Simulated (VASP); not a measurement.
# KCl (I4/mmm) in VASP: further runs

Runs on KCl. Level: PBEsol. Tasks: single point.

Everything below comes from runs of VASP 6.6.1. Logs are shortened: lines on timing, memory, paths and dates and some standing lists are left out, and cuts for length are marked.

### 1 The cell of the first run

Symmetry: I4/mmm, No. 139, tetragonal system. Conventional cell: a = 4.642 Å, b = 4.642 Å, c = 6.060 Å, α = 90.00°, β = 90.00°, γ = 90.00°. Within 4.0 Å of K (site symmetry 4/mmm) lie 6 Cl at 3.03 to 3.28 Å. Cl (site symmetry 4/mmm) has 6 K at 3.03 to 3.28 Å within 4.0 Å.

### 2 Single point, PBEsol (strain +0.040 along x and y, -0.040 along z)

INCAR reads:

```
ALGO     = Normal         # electronic algorithm
EDIFF    = 1E-6           # SCF threshold, eV
ENCUT    = 520            # plane-wave cutoff, eV
GGA      = PS             # functional
ISIF     = 2              # what is computed and relaxed
ISMEAR   = 0              # smearing method
LASPH    = T              # aspherical terms in the spheres
LCHARG   = T              # write CHGCAR
LELF     = T              # ELF
LREAL    = F              # projectors in reciprocal space
LVHAR    = T            
LWAVE    = F              # write WAVECAR
NBANDS   = 15             # bands
NELM     = 80             # most SCF steps
PREC     = Accurate       # precision mode
SIGMA    = 0.05           # smearing width, eV
```

KPOINTS reads:

```
k-points
0
Gamma
  6 6 6
```

POSCAR reads:

```
KCl
1.0
    0.0000000000      3.2823440000      3.0298560000
    3.2823440000      0.0000000000      3.0298560000
    3.2823440000      3.2823440000      0.0000000000
K Cl
1 1
Direct
    0.0000000000      0.0000000000      0.0000000000
    0.5000000000      0.5000000000      0.5000000000
```

Potentials or basis: VASP PAW PBE potentials, release 64 (K_sv, Cl).

On the command line:

```console
$ cat potpaw_PBE.64/K_sv/POTCAR potpaw_PBE.64/Cl/POTCAR > POTCAR
$ mpirun -np 1 vasp_std > vasp.out
```

OUTCAR:

```text
EDIFF = 1E-6
   ENCUT = 520
   GGA = PS
   ISIF = 2
   ISMEAR = 0
   LASPH = T
   LREAL = F
   NELM = 80
   PREC = Accurate

 ion  position               nearest neighbor table
   1  0.000  0.000  0.000-   2 3.03   2 3.03
   2  0.500  0.500  0.500-   1 3.03   1 3.03

  LATTYP: Found a body centered tetragonal cell.
 ALAT       =     4.6419354012
 C/A-ratio  =     1.3054279037

  Lattice vectors:

 A1 = (   0.0000000000,  -3.2823440000,  -3.0298560000)
 A2 = (   0.0000000000,   3.2823440000,  -3.0298560000)
 A3 = (   3.2823440000,   0.0000000000,   3.0298560000)

Analysis of symmetry for initial positions (statically):
=====================================================================
 Subroutine PRICEL returns:
 Original cell was already a primitive cell.

 Routine SETGRP: Setting up the symmetry group for a
 body centered tetragonal supercell.

 Subroutine GETGRP returns: Found 16 space group operations
 (whereof 16 operations were pure point group operations)
 out of a pool of 16 trial point group operations.

The static configuration has the point symmetry D_4h.

Analysis of symmetry for dynamics (positions and initial velocities):
=====================================================================
 Subroutine PRICEL returns:
 Original cell was already a primitive cell.

 Routine SETGRP: Setting up the symmetry group for a
 body centered tetragonal supercell.

 Subroutine GETGRP returns: Found 16 space group operations
 (whereof 16 operations were pure point group operations)
 out of a pool of 16 trial point group operations.

The dynamic configuration has the point symmetry D_4h.

 Subroutine INISYM returns: Found 16 space group operations
 (whereof 16 operations are pure point group operations),
 and found     1 'primitive' translations

----------------------------------------------------------------------------------------

                                     Primitive cell

  volume of cell :      65.2860

  direct lattice vectors                    reciprocal lattice vectors
     0.000000000  3.282344000  3.029856000    -0.152330164  0.152330164  0.165024344
     3.282344000  0.000000000  3.029856000     0.152330164 -0.152330164  0.165024344
     3.282344000  3.282344000  0.000000000     0.152330164  0.152330164 -0.165024344

  length of vectors
     4.466968717  4.466968717  4.641935401     0.271370581  0.271370581  0.271370581

[... 90 lines left out ...]
   PSTRESS=    0.0 pullay stress
   NELECT =      16.0000    total number of electrons
   NUPDOWN=      -1.0000    fix difference up-down
   EMIN   =  10.00;   EMAX   =-10.00  energy-range for DOS
   EFERMI =   0.00;   METHOD = LEGACY
   ISMEAR =     0;   SIGMA  =   0.05  broadening in eV -4-tet -1-fermi 0-gaus
   EFERMI_NEDOS =   21; number of points for ismear=-14 and -15
   IALGO  =     38    algorithm
   IMIX   =      4    mixing-type and parameters
     AMIX     =   0.40;   BMIX     =  1.00
     AMIX_MAG =   1.60;   BMIX_MAG =  1.00
  volume/ion in A,a.u.               =      32.64       220.29
  Fermi-wavevector in a.u.,A,eV,Ry     =   1.024491  1.936007 14.280424  1.049582
  Thomas-Fermi vector in A             =   2.158281
   LORBIT       =      0    0 simple, 1 ext, 2 COOP (PROOUT), +10 PAW based schemes
   GGA     = PS    functional components
   LHFCALC =     F    Hartree Fock is set to
   AEXX    =    0.0000 exact exchange contribution
   IVDW    =     0    specifies the selected vdW correction
   LEPSILON=     F    determine dielectric tensor
   LRPA    =     F    only Hartree local field effects (RPA)
 non-spin polarized calculation
 Gauss-broadening in eV      SIGMA  =   0.05
  energy-cutoff  :      520.00
  volume of cell :       65.29
 maximum number of plane-waves:      1779
 NGX is ok and might be reduce to    36
   NGX = 17   NGY = 17   NGZ = 17

 number of electron      15.9999999 magnetization

 Free energy of the ion-electron system (eV)
  ---------------------------------------------------
  ext. energy  EPLUGINS =         0.00000000
  ---------------------------------------------------
  free energy    TOTEN  =        -6.98423849 eV

  energy without entropy =       -6.98423849  energy(sigma->0) =       -6.98423849

 E-fermi :  -1.7163     XC(G=0):  -7.5088

 val. band max:       -2.0488928556   @ k =   0.0000   0.0000   0.0000
 cond. band min:       2.7844268185   @ k =   0.0000   0.0000   0.0000
 fundamental gap:      4.8333196740
 Fermi energy:        -1.7163385006

 k-point     1 :       0.0000    0.0000    0.0000
  band No.  band energies     occupation
      1     -29.2258      2.00000
      2     -14.1295      2.00000
      3     -12.7584      2.00000
      4     -12.7543      2.00000
      5     -12.7543      2.00000
      6      -2.0952      2.00000
      7      -2.0952      2.00000
      8      -2.0489      2.00000
      9       2.7844      0.00000
     10       6.0419      0.00000
     11       6.0419      0.00000
     12       6.5484      0.00000
     13       6.8557      0.00000
     14       7.2838      0.00000
[... 401 lines left out ...]
      2     -14.1242      2.00000
      3     -12.8435      2.00000
      4     -12.7851      2.00000
      5     -12.7237      2.00000
      6      -2.7465      2.00000
      7      -2.4137      2.00000
      8      -2.2953      2.00000
      9       4.8318      0.00000
     10       5.9097      0.00000
     11       7.3546      0.00000
     12       8.2109      0.00000
     13       8.2766      0.00000
     14       9.0606      0.00000
     15       9.4001      0.00000

 [... further k-points ...]

------------------------ aborting loop because EDIFF is reached ----------------------------------------

  FORCE on cell =-STRESS in cart. coord.  units (eV):
  Direction    XX          YY          ZZ          XY          YZ          ZX
  --------------------------------------------------------------------------------------
  -------------------------------------------------------------------------------------
  Total       -0.6402802     -0.6402802      0.3656416      0.0000000     -0.0000000     -0.0000000
  in kB      -15.7130502    -15.7130502      8.9731723      0.0000000     -0.0000000     -0.0000000
  external PRESSURE =      -7.4843094 kB  Pullay stress =       0.0000000 kB

 VOLUME and BASIS-vectors are now :
 -----------------------------------------------------------------------------
  energy-cutoff  :      520.00
  volume of cell :       65.29
      direct lattice vectors                 reciprocal lattice vectors
     0.000000000  3.282344000  3.029856000    -0.152330164  0.152330164  0.165024344
     3.282344000  0.000000000  3.029856000     0.152330164 -0.152330164  0.165024344
     3.282344000  3.282344000  0.000000000     0.152330164  0.152330164 -0.165024344

 POSITION                                       TOTAL-FORCE (eV/Angst)
 -----------------------------------------------------------------------------------
      0.00000      0.00000      0.00000         0.000000      0.000000     -0.000000
      3.28234      3.28234      3.02986         0.000000     -0.000000      0.000000
 -----------------------------------------------------------------------------------
    total drift:                                0.000000      0.000000      0.000000

  FREE ENERGIE OF THE ION-ELECTRON SYSTEM (eV)
  ---------------------------------------------------
  free  energy   TOTEN  =        -6.9842384857 eV

  energy  without entropy=       -6.9842384857  energy(sigma->0) =       -6.98423849
```

stdout:

```text
POSCAR found type information on POSCAR K Cl
 POSCAR found :  2 types and       2 ions
 scaLAPACK will be used
 -----------------------------------------------------------------------------
|                                                                             |
|                                                                             |
|     You enforced a specific xc type in the INCAR file but a different       |
|     I HOPE YOU KNOW WHAT YOU ARE DOING!                                     |
|                                                                             |
 -----------------------------------------------------------------------------

 LDA part: xc-table for (Slater+PW92), standard interpolation
 POSCAR, INCAR and KPOINTS ok, starting setup
 FFT: planning ... GRIDC
 FFT: planning ... GRID_SOFT
 FFT: planning ... GRID
 WAVECAR not read
 entering main loop
```

It took 27 s on 1 thread of Intel Xeon Platinum 8488C (Sapphire Rapids), shared host; peak memory 0.2 GiB.

What came out:

* Free energy: -6.9842 eV
* Pressure: -0.7 GPa
* Band gap on the k mesh: 4.83 eV, direct

Caveat: the cell differs from its parent crystal (strain +0.040 along x and y, -0.040 along z); the PAW data sets were made with another functional, which shifts forces and pressure a little.

### 3 Single point, PBEsol (strain +0.000 along x and y, +0.080 along z)

INCAR reads:

```
SYSTEM = KCl
  ALGO = Normal
  EDIFF = 1E-6
  ENCUT = 520
  GGA = PS
  ISIF = 2
  ISMEAR = 0
  LASPH = .True.
  LCHARG = .False.
  LREAL = .False.
  LWAVE = .False.
  NBANDS = 15
  NELM = 100
  PREC = Accurate
  SIGMA = 0.05
```

KPOINTS reads:

```
k-points
0
Gamma
  6 6 6
  0 0 0
```

POSCAR reads:

```
KCl
1.0
    0.0000000000      3.1561000000      3.4085880000
    3.1561000000      0.0000000000      3.4085880000
    3.1561000000      3.1561000000      0.0000000000
K Cl
1 1
Direct
    0.0000000000      0.0000000000      0.0000000000
    0.5000000000      0.5000000000      0.5000000000
```

Potentials or basis: VASP PAW PBE potentials, release 64 (K_sv, Cl).

On the command line:

```console
$ cat potpaw_PBE.64/K_sv/POTCAR potpaw_PBE.64/Cl/POTCAR > POTCAR
$ mpirun -np 1 vasp_std > vasp.out
```

It took 26 s on 1 thread of Intel Xeon Platinum 8488C (Sapphire Rapids), shared host; peak memory 0.2 GiB.

The run converged. Its results:

- Free energy: -6.9745 eV
- Pressure: -1.3 GPa
- Band gap on the k mesh: 4.75 eV, direct

Stress tensor (GPa, compression positive):
```
-0.90  0.00  0.00
 0.00 -0.90  0.00
 0.00  0.00 -2.11
```

Levels at points of the mesh, in eV from the valence-band top:
| k point | band 6 | band 7 | band 8 | band 9 | band 10 | band 11 |
| --- | --- | --- | --- | --- | --- | --- |
| (0.00, 0.00, 0.00) | -0.02 | 0.00 | 0.00 | 4.75 | 7.95 | 8.42 |
| (0.50, 0.00, 0.00) | -0.96 | -0.29 | -0.28 | 7.18 | 8.13 | 10.15 |
| (0.50, 0.50, 0.00) | -0.66 | -0.17 | -0.17 | 6.53 | 7.80 | 9.09 |
| (0.50, 0.00, 0.50) | -0.59 | -0.26 | -0.22 | 6.45 | 7.90 | 9.57 |

Caveat: the cell differs from its parent crystal (strain +0.000 along x and y, +0.080 along z); the PAW data sets were made with another functional, which shifts forces and pressure a little.
